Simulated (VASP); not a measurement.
Co: single point with PBE

The system is Co, a wire with vacuum.

```
Co
1.0
     9.00000    0.00000    0.00000
     0.00000    9.30000    0.00000
     0.00000    0.00000    4.35132
Co
2
Direct
  0.50000 0.50000 0.99428
  0.50000 0.50000 0.47072
```

```
Program                : VASP 6.6.1
Task                   : single point
Functional             : PBE
Potentials or basis    : VASP PAW PBE potentials, release 64 (Co)
Cutoff                 : 520 eV
k mesh                 : 1 × 1 × 15
Occupations            : gaussian, width 0.05 eV
Spin                   : collinear spin, ferromagnetic start
Starting moments       : [1.99, 1.99] μB
Dipole correction      : no
Further INCAR settings : ALGO = Fast; EDIFF = 1e-06; NBANDS = 20
```

```
Largest force                                         : 0.011 eV/Å
Net moment                                            : 4.48 μB per cell
Site moments                                          : Co +2.16 μB
Valence electrons inside the program's atomic spheres : Co 7.94
```

Forces on the atoms (eV/Å):
```
Co   0.000  0.000 -0.011
Co   0.000  0.000  0.011
```

Levels at points of the mesh, in eV from the Fermi level:
Spin up:
```
           k point  band 8  band 9  band 10  band 11  band 12  band 13  band 14  band 15
(0.00, 0.00, 0.00)   -1.92   -0.98    -0.92    -0.92     1.91     1.92     4.08     4.12
```
Spin down:
```
           k point  band 3  band 4  band 5  band 6  band 7  band 8  band 9  band 10
(0.00, 0.00, 0.00)   -1.79   -1.12   -0.45   -0.45    0.33    0.33    1.15     1.24
```

It took 2.8 min on 1 thread of Intel(R) Xeon(R) Platinum 8488C (Sapphire Rapids) (shared host), peak memory 0.52 GiB.
